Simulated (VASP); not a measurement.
# SrO (Immm) in VASP: a series of runs, part 2 of 2

VASP 6.6.1. Earlier steps stand in the parts before.

## (3) Single point, r2SCAN (strain +0.0150 x Voigt [0, 0, 0, 0, 0, 1])

File POSCAR:

```
SrO
1.0
    0.0193511077      2.5801476905      2.5801476905
    2.5801476905      0.0193511077      2.5801476905
    2.5994987982      2.5994987982      0.0000000000
Sr O
1 1
Direct
    0.0000000000      0.0000000000      0.0000000000
    0.5000000000      0.5000000000      0.5000000000
```

File INCAR.step1:

```
  PREC = Accurate
  ENCUT = 520
  ISMEAR = 0
  SIGMA = 0.05
  LREAL = False
  LASPH = True
  NELM = 60
  NBANDS = 15
  GGA = PE
  ALGO = Normal
  EDIFF = 1E-4
  LWAVE = True
  LCHARG = False
```

File INCAR.step2:

```
  PREC = Accurate
  ENCUT = 520
  EDIFF = 1E-6
  ISMEAR = 0
  SIGMA = 0.05
  LREAL = False
  LASPH = True
  NELM = 60
  ALGO = Normal
  ISIF = 2
  LWAVE = False
  LCHARG = False
  METAGGA = R2SCAN
  LMIXTAU = True
  NBANDS = 15
  ISTART = 1
```

File KPOINTS:

```
Automatic mesh
0
Gamma
  8 8 8
```

Potentials or basis: VASP PAW PBE potentials, release 64 (Sr_sv, O).

The run is started by

```sh
$ cat potpaw_PBE.64/Sr_sv/POTCAR potpaw_PBE.64/O/POTCAR > POTCAR
$ cp INCAR.step1 INCAR
$ mpirun -np 1 vasp_std > vasp.out
$ cp INCAR.step2 INCAR
$ mpirun -np 1 vasp_std > vasp.out
```

OUTCAR:

```text
PREC = Accurate
   ENCUT = 520
   EDIFF = 1E-6
   ISMEAR = 0
   LREAL = False
   LASPH = True
   NELM = 60
   ISIF = 2
   METAGGA = R2SCAN
   ISTART = 1

 ion  position               nearest neighbor table
   1  0.000  0.000  0.000-   2 2.58   2 2.58   2 2.58   2 2.58   2 2.58   2 2.58
   2  0.500  0.500  0.500-   1 2.58   1 2.58   1 2.58   1 2.58   1 2.58   1 2.58

  LATTYP: Found a body centered orthorhombic cell.
 ALAT       =     3.6215132579
 B/A-ratio  =     1.0151133501
 C/A-ratio  =     1.4249003147

  Lattice vectors:

 A1 = (   2.5801476905,   0.0193511077,  -2.5801476905)
 A2 = (  -2.5801476905,  -0.0193511077,  -2.5801476905)
 A3 = (   0.0193511077,   2.5801476905,   2.5801476905)

Analysis of symmetry for initial positions (statically):
=====================================================================
 Subroutine PRICEL returns:
 Original cell was already a primitive cell.

 Routine SETGRP: Setting up the symmetry group for a
 body centered orthorhombic supercell.

 Subroutine GETGRP returns: Found  8 space group operations
 (whereof  8 operations were pure point group operations)
 out of a pool of  8 trial point group operations.

[... 176 lines left out ...]
      6       1.2778      2.00000
      7       1.2932      2.00000
      8       1.3104      2.00000
      9       5.8718      0.00000
     10       7.9532      0.00000
     11       8.0450      0.00000
     12       8.1400      0.00000
     13      10.3449      0.00000
     14      10.3454      0.00000
[... 401 lines left out ...]
      2     -15.3669      2.00000
      3     -13.3541      2.00000
      4     -13.3292      2.00000
      5     -12.7379      2.00000
      6       0.0771      2.00000
      7       0.9134      2.00000
      8       1.0122      2.00000
      9       7.0495      0.00000
     10       7.6636      0.00000
     11       9.3866      0.00000
     12       9.5736      0.00000
     13      11.1566      0.00000
     14      12.0035      0.00000
     15      17.6229      0.00000

 [... further k-points ...]

------------------------ aborting loop because EDIFF is reached ----------------------------------------

  FORCE on cell =-STRESS in cart. coord.  units (eV):
  Direction    XX          YY          ZZ          XY          YZ          ZX
  --------------------------------------------------------------------------------------
  -------------------------------------------------------------------------------------
  Total        0.1075446      0.1075446      0.1042843     -0.1782170      0.0000000      0.0000000
  in kB        5.0160272      5.0160272      4.8639616     -8.3122861      0.0000000      0.0000000
  external PRESSURE =       4.9653387 kB  Pullay stress =       0.0000000 kB

 VOLUME and BASIS-vectors are now :
 -----------------------------------------------------------------------------
  energy-cutoff  :      520.00
  volume of cell :       34.35
      direct lattice vectors                 reciprocal lattice vectors
     0.019351108  2.580147691  2.580147691    -0.195251744  0.195251744  0.193787356
     2.580147691  0.019351108  2.580147691     0.195251744 -0.195251744  0.193787356
     2.599498798  2.599498798  0.000000000     0.192344771  0.192344771 -0.193787356

 POSITION                                       TOTAL-FORCE (eV/Angst)
 -----------------------------------------------------------------------------------
      0.00000      0.00000      0.00000        -0.000000      0.000000      0.000000
      2.59950      2.59950      2.58015         0.000000      0.000000      0.000000
 -----------------------------------------------------------------------------------
    total drift:                                0.000000      0.000000      0.000000

  FREE ENERGIE OF THE ION-ELECTRON SYSTEM (eV)
  ---------------------------------------------------
  free  energy   TOTEN  =       -27.0544100510 eV

  energy  without entropy=      -27.0544100510  energy(sigma->0) =      -27.05441005
```

OSZICAR.step1:

```text
N       E                     dE             d eps       ncg     rms          rms(c)
DAV:   1     0.679867105325E+02    0.67987E+02   -0.84064E+03  2850   0.104E+03
DAV:   2    -0.109966249313E+02   -0.78983E+02   -0.72034E+02  3964   0.218E+02
DAV:   3    -0.141821716257E+02   -0.31855E+01   -0.31679E+01  3739   0.396E+01
DAV:   4    -0.142461903214E+02   -0.64019E-01   -0.64013E-01  3659   0.539E+00
DAV:   5    -0.142478669851E+02   -0.16767E-02   -0.16767E-02  3585   0.682E-01    0.161E+01
DAV:   6    -0.121982810685E+02    0.20496E+01   -0.67030E+00  2927   0.194E+01    0.190E+01
DAV:   7    -0.120556298330E+02    0.14265E+00   -0.30356E-01  3340   0.488E+00    0.110E+01
DAV:   8    -0.120448257472E+02    0.10804E-01   -0.11952E-01  3732   0.345E+00    0.411E-01
DAV:   9    -0.120461426862E+02   -0.13169E-02   -0.58743E-03  3577   0.485E-01    0.233E-01
DAV:  10    -0.120465998262E+02   -0.45714E-03   -0.43924E-04  3186   0.197E-01    0.868E-02
DAV:  11    -0.120467475795E+02   -0.14775E-03   -0.14798E-04  3045   0.898E-02    0.274E-02
DAV:  12    -0.120467658874E+02   -0.18308E-04   -0.26501E-05  2307   0.386E-02
   1 F= -.12046766E+02 E0= -.12046766E+02  d E =-.136910E-21
```

Wall time 95 s (1 thread of Intel Xeon 6975P-C (Granite Rapids), shared host); peak memory 0.19 GiB.

What came out:

| Property | Result |
| --- | --- |
| Free energy | -27.0544 eV |
| Pressure | 0.5 GPa |
| Band gap on the k mesh | 3.73 eV, indirect (least direct gap 3.82 eV) |

Stress tensor (GPa, compression positive):
```
 0.50 -0.83  0.00
-0.83  0.50  0.00
 0.00  0.00  0.49
```

Levels at points of the mesh, in eV from the valence-band top:
```
           k point  band 5  band 6  band 7  band 8  band 9  band 10  band 11  band 12
(0.00, 0.00, 0.00)  -14.56   -0.03   -0.02    0.00    4.56     6.64     6.73     6.83
(0.50, 0.00, 0.00)  -13.57   -2.11   -1.17   -1.12    7.06     8.99     9.37     9.51
(0.50, 0.50, 0.00)  -14.90   -0.46   -0.13   -0.09    3.73     8.42    10.83    11.00
(0.00, 0.00, 0.50)  -13.53   -2.11   -1.13   -1.08    7.03     8.96     9.30     9.44
(0.50, 0.00, 0.50)  -14.91   -0.46   -0.11   -0.11    3.73     8.42    10.83    11.00
```

Caveat: the cell differs from its parent crystal (strain +0.0150 x Voigt [0, 0, 0, 0, 0, 1]); the PAW data sets were made with another functional, which shifts forces and pressure a little. A k mesh can miss the band edges.

## (4) Single point, r2SCAN (strain -0.0100 x Voigt [0, 0, 0, 0, 0, 1])

File POSCAR:

```
SrO
1.0
   -0.0129007385      2.5801476905      2.5801476905
    2.5801476905     -0.0129007385      2.5801476905
    2.5672469520      2.5672469520      0.0000000000
Sr O
1 1
Direct
    0.0000000000      0.0000000000      0.0000000000
    0.5000000000      0.5000000000      0.5000000000
```

File INCAR.step1:

```
PREC     = Accurate       # precision mode
ENCUT    = 520            # plane-wave cutoff, eV
ISMEAR   = 0              # smearing method
SIGMA    = 0.05           # smearing width, eV
LREAL    = False          # projectors in reciprocal space
LASPH    = True           # aspherical terms in the spheres
NELM     = 60             # most SCF steps
NBANDS   = 15             # bands
GGA      = PE             # functional
ALGO     = Normal         # electronic algorithm
EDIFF    = 1E-4           # SCF threshold, eV
LWAVE    = True           # write WAVECAR
LCHARG   = False          # write CHGCAR
```

File INCAR.step2:

```
PREC     = Accurate       # precision mode
ENCUT    = 520            # plane-wave cutoff, eV
EDIFF    = 1E-7           # SCF threshold, eV
ISMEAR   = 0              # smearing method
SIGMA    = 0.05           # smearing width, eV
LREAL    = False          # projectors in reciprocal space
LASPH    = True           # aspherical terms in the spheres
NELM     = 60             # most SCF steps
ALGO     = Normal         # electronic algorithm
ISIF     = 2              # what is computed and relaxed
LWAVE    = False          # write WAVECAR
LCHARG   = True           # write CHGCAR
METAGGA  = R2SCAN         # meta-GGA
LMIXTAU  = True         
LELF     = True           # ELF
LVHAR    = True         
NBANDS   = 15             # bands
ISTART   = 1
```

File KPOINTS:

```
regular mesh
0
Gamma
  8 8 8
```

Potentials or basis: VASP PAW PBE potentials, release 64 (Sr_sv, O).

The run is started by

```sh
$ cat potpaw_PBE.64/Sr_sv/POTCAR potpaw_PBE.64/O/POTCAR > POTCAR
$ cp INCAR.step1 INCAR
$ mpirun -np 1 vasp_std > vasp.out
$ cp INCAR.step2 INCAR
$ mpirun -np 1 vasp_std > vasp.out
```

OUTCAR:

```text
PREC = Accurate
   ENCUT = 520
   EDIFF = 1E-7
   ISMEAR = 0
   LREAL = False
   LASPH = True
   NELM = 60
   ISIF = 2
   METAGGA = R2SCAN
   ISTART = 1

 ion  position               nearest neighbor table
   1  0.000  0.000  0.000-   2 2.58   2 2.58   2 2.58   2 2.58   2 2.58   2 2.58
   2  0.500  0.500  0.500-   1 2.58   1 2.58   1 2.58   1 2.58   1 2.58   1 2.58

  LATTYP: Found a body centered orthorhombic cell.
 ALAT       =     3.6306354575
 B/A-ratio  =     1.0100502513
 C/A-ratio  =     1.4213201632

[... 622 lines left out ...]

  FORCE on cell =-STRESS in cart. coord.  units (eV):
  Direction    XX          YY          ZZ          XY          YZ          ZX
  --------------------------------------------------------------------------------------
  -------------------------------------------------------------------------------------
  Total        0.1072751      0.1072751      0.1057973      0.1186854      0.0000000      0.0000000
  in kB        5.0033034      5.0033034      4.9343761      5.5354762      0.0000000      0.0000000
  external PRESSURE =       4.9803276 kB  Pullay stress =       0.0000000 kB

 VOLUME and BASIS-vectors are now :
 -----------------------------------------------------------------------------
  energy-cutoff  :      520.00
  volume of cell :       34.35
      direct lattice vectors                 reciprocal lattice vectors
    -0.012900738  2.580147691  2.580147691    -0.192823240  0.192823240  0.193787356
     2.580147691 -0.012900738  2.580147691     0.192823240 -0.192823240  0.193787356
     2.567246952  2.567246952  0.000000000     0.194761162  0.194761162 -0.193787356

 POSITION                                       TOTAL-FORCE (eV/Angst)
 -----------------------------------------------------------------------------------
      0.00000      0.00000      0.00000         0.000000      0.000000      0.000000
      2.56725      2.56725      2.58015        -0.000000     -0.000000     -0.000000
 -----------------------------------------------------------------------------------
    total drift:                                0.000000      0.000000      0.000000

  FREE ENERGIE OF THE ION-ELECTRON SYSTEM (eV)
  ---------------------------------------------------
  free  energy   TOTEN  =       -27.0551523573 eV

  energy  without entropy=      -27.0551523573  energy(sigma->0) =      -27.05515236
```

OUTCAR.step1:

```text
PREC = Accurate
   ENCUT = 520
   ISMEAR = 0
   LREAL = False
   LASPH = True
[... 655 lines left out ...]
      0.00000      0.00000      0.00000         0.000000     -0.000000      0.000000
      2.56725      2.56725      2.58015         0.000000      0.000000     -0.000000
 -----------------------------------------------------------------------------------
    total drift:                                0.000000      0.000000      0.000000

  FREE ENERGIE OF THE ION-ELECTRON SYSTEM (eV)
  ---------------------------------------------------
  free  energy   TOTEN  =       -12.0475041785 eV

  energy  without entropy=      -12.0475041785  energy(sigma->0) =      -12.04750418
```

It took 1.7 min on 1 thread of Intel Xeon 6975P-C (Granite Rapids), shared host; peak memory 0.19 GiB.

What came out:

* Free energy: -27.0552 eV
* Pressure: 0.5 GPa
* Band gap on the k mesh: 3.74 eV, indirect (least direct gap 3.83 eV)

Stress tensor (GPa, compression positive):
```
0.50 0.55 0.00
0.55 0.50 0.00
0.00 0.00 0.49
```

Caveat: the cell differs from its parent crystal (strain -0.0100 x Voigt [0, 0, 0, 0, 0, 1]); the PAW data sets were made with another functional, which shifts forces and pressure a little. A k mesh can miss the band edges.

## (5) Single point, r2SCAN (strain +0.0050 x Voigt [0, 0, 0, 0, 0, 1])

File POSCAR:

```
SrO
1.0
    0.0064503692      2.5801476905      2.5801476905
    2.5801476905      0.0064503692      2.5801476905
    2.5865980597      2.5865980597      0.0000000000
Sr O
1 1
Direct
    0.0000000000      0.0000000000      0.0000000000
    0.5000000000      0.5000000000      0.5000000000
```

File INCAR.step1:

```
PREC = Accurate
ENCUT = 520
ISMEAR = 0
SIGMA = 0.05
LREAL = False
LASPH = True
NELM = 100
NBANDS = 15
GGA = PE
ALGO = Normal
EDIFF = 1E-4
LWAVE = True
LCHARG = False
```

File INCAR.step2:

```
PREC = Accurate
ENCUT = 520
EDIFF = 1E-7
ISMEAR = 0
SIGMA = 0.05
LREAL = False
LASPH = True
NELM = 100
ALGO = Normal
ISIF = 2
LWAVE = False
LCHARG = False
METAGGA = R2SCAN
LMIXTAU = True
NBANDS = 15
ISTART = 1
```

File KPOINTS:

```
Automatic mesh
0
Gamma
  8 8 8
```

The run is started by

```sh
$ cat potpaw_PBE.64/Sr_sv/POTCAR potpaw_PBE.64/O/POTCAR > POTCAR
$ cp INCAR.step1 INCAR
$ mpirun -np 1 vasp_std > vasp.out
$ cp INCAR.step2 INCAR
$ mpirun -np 1 vasp_std > vasp.out
```

It took 1.8 min on 1 thread of Intel Xeon 6975P-C (Granite Rapids), shared host; peak memory 0.19 GiB.

The run converged. Its results:

| Quantity | Value |
| --- | --- |
| Free energy | -27.0556 eV |
| Pressure | 0.5 GPa |
| Band gap on the k mesh | 3.74 eV, indirect (least direct gap 3.83 eV) |

Stress tensor (GPa, compression positive):
```
 0.50 -0.28  0.00
-0.28  0.50  0.00
 0.00  0.00  0.50
```

Levels at points of the mesh, in eV from the valence-band top:
| k point | band 5 | band 6 | band 7 | band 8 | band 9 | band 10 | band 11 | band 12 |
| --- | --- | --- | --- | --- | --- | --- | --- | --- |
| (0.00, 0.00, 0.00) | -14.55 | -0.01 | -0.01 | 0.00 | 4.57 | 6.72 | 6.75 | 6.78 |
| (0.50, 0.00, 0.00) | -13.54 | -2.10 | -1.13 | -1.11 | 7.07 | 8.99 | 9.40 | 9.45 |
| (0.50, 0.50, 0.00) | -14.89 | -0.45 | -0.10 | -0.09 | 3.74 | 8.43 | 10.84 | 11.01 |
| (0.00, 0.00, 0.50) | -13.53 | -2.10 | -1.11 | -1.10 | 7.05 | 8.98 | 9.38 | 9.43 |
| (0.50, 0.00, 0.50) | -14.90 | -0.45 | -0.10 | -0.10 | 3.74 | 8.43 | 10.84 | 11.01 |

Caveat: the cell differs from its parent crystal (strain +0.0050 x Voigt [0, 0, 0, 0, 0, 1]); the PAW data sets were made with another functional, which shifts forces and pressure a little. A k mesh can miss the band edges.

## (6) Overview

| cell | gap on the mesh (eV) | pressure (GPa) |
| --- | --- | --- |
| a = 3.649, b = 3.649, c = 3.612 Å, angles 60.3, 60.3, 60.7°, 2 atoms | 3.72 | 0.5 |
| a = 3.649, b = 3.649, c = 3.676 Å, angles 59.8, 59.8, 59.5°, 2 atoms | 3.73 | 0.5 |
| a = 3.649, b = 3.649, c = 3.631 Å, angles 60.2, 60.2, 60.3°, 2 atoms | 3.74 | 0.5 |
| a = 3.649, b = 3.649, c = 3.658 Å, angles 59.9, 59.9, 59.8°, 2 atoms | 3.74 | 0.5 |

Alike in all rows: task single point; level r2SCAN; potentials or basis VASP PAW PBE potentials, release 64 (Sr_sv, O); no spin polarisation; k mesh 8 × 8 × 8; cutoff (eV) 520; smearing gaussian 0.05 eV.

Caveats: the PAW data sets were made with another functional, which shifts forces and pressure a little.

Total energies depend on the potentials used, so only differences within one code and one set of settings carry meaning.
